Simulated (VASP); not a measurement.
**BP (e600): single point with PBE**

Crystal: BP (e600).

```
CELL_PARAMETERS angstrom
0.00000 2.34041 2.34041
2.34041 0.00000 2.34041
2.34041 2.34041 0.00000
ATOMIC_POSITIONS crystal
B 0.00000 0.00000 0.00000
P 0.25000 0.25000 0.25000
```

This cell differs from its parent crystal: volume scaled by 1.09.

```yaml
Program: VASP 6.6.1
Task: single point
Functional: PBE
Potentials_or_basis: VASP PAW PBE potentials, release 64 (B, P)
Cutoff: 500 eV
k_mesh: 10 × 10 × 10
Occupations: gaussian, width 0.02 eV
Spin: no spin polarisation
```

| Quantity | Value |
| --- | --- |
| Pressure | -12.0 GPa |
| Band gap on the k mesh | 1.36 eV, indirect (least direct gap 3.28 eV) |

Levels at points of the mesh, in eV from the valence-band top:
```tsv
k point	band 1	band 2	band 3	band 4	band 5	band 6	band 7	band 8	band 9
(0.00, 0.00, 0.00)	-14.65	0.00	0.00	0.00	3.28	3.28	3.28	6.00	10.92
(0.50, 0.00, 0.00)	-11.67	-8.39	-1.64	-1.64	3.24	4.65	4.65	9.80	13.98
(0.50, 0.50, 0.00)	-10.28	-8.11	-3.78	-3.78	1.50	1.75	11.27	11.27	14.16
```

Run time: 6.7 s on 1 thread of Intel(R) Xeon(R) 6975P-C (Granite Rapids), with other jobs on the host, peak memory 0.13 GiB.

 A k mesh can miss the band edges.
